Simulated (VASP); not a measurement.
# InSe (P6_3/mmc) in VASP: a series of runs

Runs on InSe. Level: PBE. Tasks: single point.

Everything below comes from runs of VASP 6.6.1. Logs are shortened: lines on timing, memory, paths and dates and some standing lists are left out, and cuts for length are marked.

## Step 1: The cell of the first run

The structure is hexagonal, space group P6_3/mmc (No. 194). The conventional cell has a = 4.009 Å, b = 4.009 Å, c = 16.759 Å, α = 90.00°, β = 90.00°, γ = 120.00°. In (site symmetry 3m) has 3 Se at 2.49 Å and 1 In at 3.12 Å within 3.3 Å. Se (site symmetry 3m) has 3 In at 2.49 Å within 3.3 Å.

## Step 2: Single point, PBE

Input file INCAR:

```
SYSTEM = InSe
ALGO     = Normal         ! electronic algorithm
EDIFF    = 1E-6           ! SCF threshold, eV
ENCUT    = 520            ! plane-wave cutoff, eV
GGA      = PE             ! functional
ISIF     = 2              ! what is computed and relaxed
ISMEAR   = -1             ! smearing method
LASPH    = .True.         ! aspherical terms in the spheres
LCHARG   = .False.        ! write CHGCAR
LREAL    = .False.        ! projectors in reciprocal space
LWAVE    = .False.        ! write WAVECAR
NBANDS   = 48             ! bands
NELM     = 80             ! most SCF steps
PREC     = Accurate       ! precision mode
SIGMA    = 0.02           ! smearing width, eV
```

Input file KPOINTS:

```
k-points
0
Gamma
  9 9 3
  0 0 0
```

Input file POSCAR:

```
InSe
1.0
    4.0090881120      0.0000000000      0.0000000000
   -2.0045440560      3.4719721509      0.0000000000
    0.0000000000      0.0000000000     16.7589782063
In Se
4 4
Direct
    0.6666666667      0.3333333333      0.8430000000
    0.3333333333      0.6666666667      0.3430000000
    0.6666666667      0.3333333333      0.6570000000
    0.3333333333      0.6666666667      0.1570000000
    0.6666666667      0.3333333333      0.3980000000
    0.3333333333      0.6666666667      0.8980000000
    0.6666666667      0.3333333333      0.1020000000
    0.3333333333      0.6666666667      0.6020000000
```

Potentials or basis: VASP PAW PBE potentials, release 64 (In_d, Se).

Run with:

```
$ cat potpaw_PBE.64/In_d/POTCAR potpaw_PBE.64/Se/POTCAR > POTCAR
$ mpirun -np 1 vasp_std > vasp.out
```

OUTCAR:

```text
SYSTEM = InSe
   EDIFF = 1E-6
   ENCUT = 520
   GGA = PE
   ISIF = 2
   ISMEAR = -1
   LASPH = .True.
   LREAL = .False.
   NELM = 80
   PREC = Accurate

 ion  position               nearest neighbor table
   1  0.667  0.333  0.843-   6 2.49   6 2.49   6 2.49   3 3.12
   2  0.333  0.667  0.343-   5 2.49   5 2.49   5 2.49   4 3.12
   3  0.667  0.333  0.657-   8 2.49   8 2.49   8 2.49   1 3.12
   4  0.333  0.667  0.157-   7 2.49   7 2.49   7 2.49   2 3.12
   5  0.667  0.333  0.398-   2 2.49   2 2.49   2 2.49
   6  0.333  0.667  0.898-   1 2.49   1 2.49   1 2.49
   7  0.667  0.333  0.102-   4 2.49   4 2.49   4 2.49
   8  0.333  0.667  0.602-   3 2.49   3 2.49   3 2.49

  LATTYP: Found a hexagonal cell.
 ALAT       =     4.0090881120
 C/A-ratio  =     4.1802469135

  Lattice vectors:

 A1 = (   4.0090881120,   0.0000000000,   0.0000000000)
 A2 = (  -2.0045440560,   3.4719721509,   0.0000000000)
 A3 = (   0.0000000000,   0.0000000000,  16.7589782063)

Analysis of symmetry for initial positions (statically):
=====================================================================
 Subroutine PRICEL returns:
 Original cell was already a primitive cell.

 Routine SETGRP: Setting up the symmetry group for a
 hexagonal supercell.

 Subroutine GETGRP returns: Found 24 space group operations
 (whereof 12 operations were pure point group operations)
 out of a pool of 24 trial point group operations.

The static configuration has the point symmetry D_3d.
 The point group associated with its full space group is D_6h.

Analysis of symmetry for dynamics (positions and initial velocities):
=====================================================================
 Subroutine PRICEL returns:
 Original cell was already a primitive cell.

 Routine SETGRP: Setting up the symmetry group for a
 hexagonal supercell.

 Subroutine GETGRP returns: Found 24 space group operations
 (whereof 12 operations were pure point group operations)
 out of a pool of 24 trial point group operations.

The dynamic configuration has the point symmetry D_3d.
 The point group associated with its full space group is D_6h.

 Subroutine INISYM returns: Found 24 space group operations
 (whereof 12 operations are pure point group operations),
 and found     1 'primitive' translations

----------------------------------------------------------------------------------------

                                     Primitive cell

  volume of cell :     233.2756

  direct lattice vectors                    reciprocal lattice vectors
     4.009088112  0.000000000  0.000000000     0.249433281  0.144010372  0.000000000
    -2.004544056  3.471972151  0.000000000     0.000000000  0.288020743  0.000000000
     0.000000000  0.000000000 16.758978206     0.000000000  0.000000000  0.059669509

  length of vectors
     4.009088112  4.009088112 16.758978206     0.288020743  0.288020743  0.059669509

  position of ions in fractional coordinates (direct lattice)
     0.666666667  0.333333333  0.843000000
     0.333333333  0.666666667  0.343000000
     0.666666667  0.333333333  0.657000000
     0.333333333  0.666666667  0.157000000
     0.666666667  0.333333333  0.398000000
     0.333333333  0.666666667  0.898000000
     0.666666667  0.333333333  0.102000000
     0.333333333  0.666666667  0.602000000

  ion indices of the primitive-cell ions
   primitive index   ion index
                 1           1
                 2           2
                 3           3
                 4           4
                 5           5
                 6           6
                 7           7
                 8           8

----------------------------------------------------------------------------------------

 KPOINTS: k-points

Automatic generation of k-mesh.
 Grid dimensions read from file:
 generate k-points for:    9    9    3

 Generating k-lattice:

  Cartesian coordinates                     Fractional coordinates (reciprocal lattice)
     0.027714809  0.016001152  0.000000000     0.111111111 -0.000000000  0.000000000
     0.000000000  0.032002305  0.000000000     0.000000000  0.111111111  0.000000000
     0.000000000  0.000000000  0.019889836     0.000000000  0.000000000  0.333333333

  Length of vectors
     0.032002305  0.032002305  0.019889836

  Shift w.r.t. Gamma in fractional coordinates (k-lattice)
     0.000000000  0.000000000  0.000000000

 Subroutine IBZKPT returns following result:
 ===========================================

 Found     24 irreducible k-points:

 Following reciprocal coordinates:
            Coordinates               Weight
  0.000000  0.000000  0.000000      1.000000
  0.111111  0.000000  0.000000      6.000000
  0.222222  0.000000  0.000000      6.000000
  0.333333 -0.000000  0.000000      6.000000
  0.444444  0.000000  0.000000      6.000000
  0.111111  0.111111  0.000000      6.000000
[... 16 lines left out ...]
  0.333333  0.222222  0.333333     24.000000
  0.333333  0.333333  0.333333      4.000000
   k-points           NKPTS =     24   k-points in BZ     NKDIM =     24   number of bands    NBANDS=     48
   number of dos      NEDOS =    301   number of ions     NIONS =      8
   total plane-waves  NPLWV = 113400
   dimension x,y,z NGX =    30 NGY =   30 NGZ =  126
   dimension x,y,z NGXF=    60 NGYF=   60 NGZF=  252
   ions per type =               4   4
   NGX,Y,Z   is equivalent  to a cutoff of  12.44, 12.44, 12.50 a.u.
   NGXF,Y,Z  is equivalent  to a cutoff of  24.88, 24.88, 25.00 a.u.
 SYSTEM =  InSe
   PREC   = accura    normal or accurate (medium, high low for compatibility)
   ISTART =      0    job   : 0-new  1-cont  2-samecut
   ICHARG =      2    charge: 1-file 2-atom 10-const
   ISPIN  =      1    spin polarized calculation?
   LNONCOLLINEAR =      F non collinear calculations
   LSORBIT =      F    spin-orbit coupling
   LASPH  =      T    aspherical Exc in radial PAW
   ENCUT  =  520.0 eV  38.22 Ry    6.18 a.u.   7.45  7.45 31.16*2*pi/ulx,y,z
   NELM   =     80;   NELMIN=  2; NELMDL= -5     # of ELM steps
   EDIFF  = 0.1E-05   stopping-criterion for ELM
   LREAL  =      F    real-space projection
   EDIFFG = 0.1E-04   stopping-criterion for IOM
   NSW    =      0    number of steps for IOM
   IBRION =     -1    ionic relax: 0-MD 1-quasi-New 2-CG
   NFREE  =      0    steps in history (QN), initial steepest desc. (CG)
   ISIF   =      2    stress and relaxation
   ISYM   =      2    0-nonsym 1-usesym 2-fastsym
   POTIM  = 0.5000    time-step for ionic-motion
   TEBEG  =    0.0;   TEEND  =   0.0 temperature during run
   PSTRESS=    0.0 pullay stress
   NELECT =      76.0000    total number of electrons
   NUPDOWN=      -1.0000    fix difference up-down
   EMIN   =  10.00;   EMAX   =-10.00  energy-range for DOS
   EFERMI =   0.00;   METHOD = LEGACY
   ISMEAR =    -1;   SIGMA  =   0.02  broadening in eV -4-tet -1-fermi 0-gaus
   EFERMI_NEDOS =   21; number of points for ismear=-14 and -15
   IALGO  =     38    algorithm
   IMIX   =      4    mixing-type and parameters
     AMIX     =   0.40;   BMIX     =  1.00
     AMIX_MAG =   1.60;   BMIX_MAG =  1.00
  volume/ion in A,a.u.               =      29.16       196.78
  Fermi-wavevector in a.u.,A,eV,Ry     =   1.126478  2.128736 17.265165  1.268954
  Thomas-Fermi vector in A             =   2.263160
   LORBIT       =      0    0 simple, 1 ext, 2 COOP (PROOUT), +10 PAW based schemes
   GGA     = PE    functional components
   LHFCALC =     F    Hartree Fock is set to
   AEXX    =    0.0000 exact exchange contribution
   IVDW    =     0    specifies the selected vdW correction
   LEPSILON=     F    determine dielectric tensor
   LRPA    =     F    only Hartree local field effects (RPA)
 non-spin polarized calculation
  energy-cutoff  :      520.00
  volume of cell :      233.28
 maximum number of plane-waves:      6332
 NGX is ok and might be reduce to    30
   NGX = 15   NGY = 15   NGZ = 63

 number of electron      75.9999984 magnetization

 Free energy of the ion-electron system (eV)
  ---------------------------------------------------
  ext. energy  EPLUGINS =         0.00000000
  ---------------------------------------------------
  free energy    TOTEN  =       -26.11299815 eV

  energy without entropy =      -26.11254678  energy(sigma->0) =      -26.11277246

 E-fermi :   4.6502     XC(G=0):  -8.8094

 val. band max:        4.6178890636   @ k =   0.1111   0.0000   0.0000
 cond. band min:       4.8217691724   @ k =   0.0000   0.0000   0.3333
 fundamental gap:      0.2038801089
 Fermi energy:         4.6502400790

 k-point     1 :       0.0000    0.0000    0.0000
  band No.  band energies     occupation
      1     -10.8233      2.00000
      2     -10.8071      2.00000
      3     -10.7288      2.00000
      4     -10.7047      2.00000
      5     -10.5807      2.00000
      6     -10.5807      2.00000
[... 40 lines left out ...]
     47       9.0328      0.00000
     48       9.0329      0.00000

 k-point     2 :       0.1111    0.0000    0.0000
  band No.  band energies     occupation
      1     -10.8892      2.00000
      2     -10.8727      2.00000
      3     -10.8337      2.00000
      4     -10.8138      2.00000
      5     -10.5696      2.00000
      6     -10.5692      2.00000
[... 40 lines left out ...]
     47       8.8216      0.00000
     48       8.9191      0.00000

 k-point     3 :       0.2222    0.0000    0.0000
  band No.  band energies     occupation
      1     -11.0023      2.00000
      2     -10.9872      2.00000
      3     -10.9693      2.00000
      4     -10.9525      2.00000
      5     -10.5426      2.00000
      6     -10.5421      2.00000
[... 40 lines left out ...]
     47       9.3391      0.00000
     48       9.3704      0.00000

 k-point     4 :       0.3333   -0.0000    0.0000
  band No.  band energies     occupation
      1     -11.0951      2.00000
      2     -11.0839      2.00000
      3     -11.0693      2.00000
      4     -11.0573      2.00000
      5     -10.5150      2.00000
      6     -10.5144      2.00000
[... 958 lines left out ...]
     47       9.0900      0.00000
     48       9.1708      0.00000

 k-point    23 :       0.3333    0.2222    0.3333
  band No.  band energies     occupation
      1     -11.1493      2.00000
      2     -11.1471      2.00000
      3     -11.1283      2.00000
      4     -11.1260      2.00000
      5     -10.5080      2.00000
      6     -10.5076      2.00000
[... 40 lines left out ...]
     47       9.2016      0.00000
     48       9.3278      0.00000

 k-point    24 :       0.3333    0.3333    0.3333
  band No.  band energies     occupation
      1     -11.1555      2.00000
      2     -11.1555      2.00000
      3     -11.1361      2.00000
      4     -11.1361      2.00000
      5     -10.5083      2.00000
      6     -10.5079      2.00000
[... 40 lines left out ...]
     47       9.6618      0.00000
     48       9.6618      0.00000

------------------------ aborting loop because EDIFF is reached ----------------------------------------

  FORCE on cell =-STRESS in cart. coord.  units (eV):
  Direction    XX          YY          ZZ          XY          YZ          ZX
  --------------------------------------------------------------------------------------
  -------------------------------------------------------------------------------------
  Total       19.2377469     19.2377469      4.3928715     -0.0000000     -0.0000000      0.0000000
  in kB      132.1281694    132.1281694     30.1710006     -0.0000000     -0.0000000      0.0000000
  external PRESSURE =      98.1424465 kB  Pullay stress =       0.0000000 kB

 VOLUME and BASIS-vectors are now :
 -----------------------------------------------------------------------------
  energy-cutoff  :      520.00
  volume of cell :      233.28
      direct lattice vectors                 reciprocal lattice vectors
     4.009088112  0.000000000  0.000000000     0.249433281  0.144010372  0.000000000
    -2.004544056  3.471972151  0.000000000     0.000000000  0.288020743  0.000000000
     0.000000000  0.000000000 16.758978206     0.000000000  0.000000000  0.059669509

 POSITION                                       TOTAL-FORCE (eV/Angst)
 -----------------------------------------------------------------------------------
      2.00454      1.15732     14.12782        -0.000000      0.000000     -3.153867
     -0.00000      2.31465      5.74833         0.000000     -0.000000     -3.153867
      2.00454      1.15732     11.01065        -0.000000      0.000000      3.153867
     -0.00000      2.31465      2.63116         0.000000     -0.000000      3.153867
      2.00454      1.15732      6.67007        -0.000000      0.000000      2.321331
     -0.00000      2.31465     15.04956        -0.000000     -0.000000      2.321331
      2.00454      1.15732      1.70942        -0.000000      0.000000     -2.321331
     -0.00000      2.31465     10.08890         0.000000      0.000000     -2.321331
 -----------------------------------------------------------------------------------
    total drift:                                0.000000     -0.000000      0.000000

  FREE ENERGIE OF THE ION-ELECTRON SYSTEM (eV)
  ---------------------------------------------------
  free  energy   TOTEN  =       -26.1129981458 eV

  energy  without entropy=      -26.1125467805  energy(sigma->0) =      -26.11277246
```

Run time: 5.5 min. Hardware: 1 thread of Oxide Virtual Turin-like, shared host; peak memory 0.41 GiB.

What came out:

```
Free energy            : -26.1130 eV
Pressure               : 9.8 GPa
Largest force          : 3.154 eV/Å
Band gap on the k mesh : zero (bands 38 and 39 overlap by 0.07 eV)
```

Forces on the atoms (eV/Å):
```
In   0.000  0.000 -3.154
In   0.000  0.000 -3.154
In   0.000  0.000  3.154
In   0.000  0.000  3.154
Se   0.000  0.000  2.321
Se   0.000  0.000  2.321
Se   0.000  0.000 -2.321
Se   0.000  0.000 -2.321
```

Levels at points of the mesh, in eV from the Fermi level:
| k point | band 36 | band 37 | band 38 | band 39 | band 40 | band 41 |
| --- | --- | --- | --- | --- | --- | --- |
| (0.00, 0.00, 0.00) | -2.25 | -1.44 | -0.34 | -0.10 | 0.41 | 1.18 |

Caveat: the stress differs along the axes, from 3 to 13 GPa; spin-orbit coupling is left out, which moves the levels of the heavy elements; forces of over 1 eV/Å act on the atoms, so gaps and moduli don't describe the material at rest.

(Continued in part 2 of 2.)

The gap in the log of VASP goes by the Fermi energy; the results here count the filled bands.